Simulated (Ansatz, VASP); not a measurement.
# Two plane-wave programs on CdP2C

```
Cd P C
1.0
     3.28195    0.00000    0.00000
     0.00000    3.28195    0.00000
     0.00000    0.00000    6.12364
Cd P C
1 2 1
Direct
  0.00000 0.00000 0.00000
  0.00000 0.50000 0.32958
  0.50000 0.00000 0.67042
  0.50000 0.50000 0.50000
```

Alike in both runs: task single point; functional PBE; k mesh 6 × 6 × 4; occupations fermi-dirac, width 0.02 eV; no spin polarisation.

|  | VASP | Ansatz |
| --- | --- | --- |
| version | VASP 6.6.1 | Ansatz 0.2.0 |
| potentials or method | VASP PAW PBE potentials, release 64 (Cd, P, C) | plane waves, PAW |
| plane-wave cutoff (eV) | 520 | 420 |
| valence electrons in the cell | 26 | 34 |

|  | VASP | Ansatz | Ansatz less VASP |
| --- | --- | --- | --- |
| pressure (GPa) | 0.3 | 0.2 | -0.14 |
| rms of the force components (eV/Å) | 0.003 | 0.021 | +0.0187 |

VASP's potentials hold 26 valence electrons a cell and Ansatz's 34, so a difference there can come from the potentials and not from the codes.
